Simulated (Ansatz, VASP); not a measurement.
Two plane-wave programs on La3Hf2C4

```
La Hf C
1.0
     7.37421    0.00000    0.00000
    -3.68711    6.38626    0.00000
     0.00000    0.00000    5.45176
La Hf C
3 2 4
Direct
  0.33333 0.66667 0.00000
  0.66667 0.33333 0.00000
  0.00000 0.00000 0.00000
  0.33333 0.66667 0.50000
  0.66667 0.33333 0.50000
  0.50000 0.00000 0.00000
  0.00000 0.50000 0.00000
  0.50000 0.50000 0.00000
  0.00000 0.00000 0.50000
```

Alike in both runs: functional PBE; k mesh 3 × 3 × 4; occupations gaussian, width 0.1 eV; no spin polarisation.

Ansatz relaxed the structure, and its values are those at the end. VASP's run is a single point on that final structure, the one shown.

|  | VASP | Ansatz |
| --- | --- | --- |
| version | VASP 6.6.1 | Ansatz 0.2.0 |
| potentials or method | VASP PAW PBE potentials, release 64 (La, Hf_pv, C), cutoff 520 eV | scalar-relativistic, plane waves, PAW |
| valence electrons in the cell | 69 | 101 |

```tsv
	VASP	Ansatz	Ansatz less VASP
gap on the k mesh at the Fermi level (eV)	none	none	-
pressure (GPa)	-0.1	0.0	+0.08
```

A gap of «none» marks a metal or a gap that the smearing closes. VASP's potentials hold 69 valence electrons a cell and Ansatz's 101, so a difference there can come from the potentials and not from the codes.

Spin-orbit coupling is off throughout.
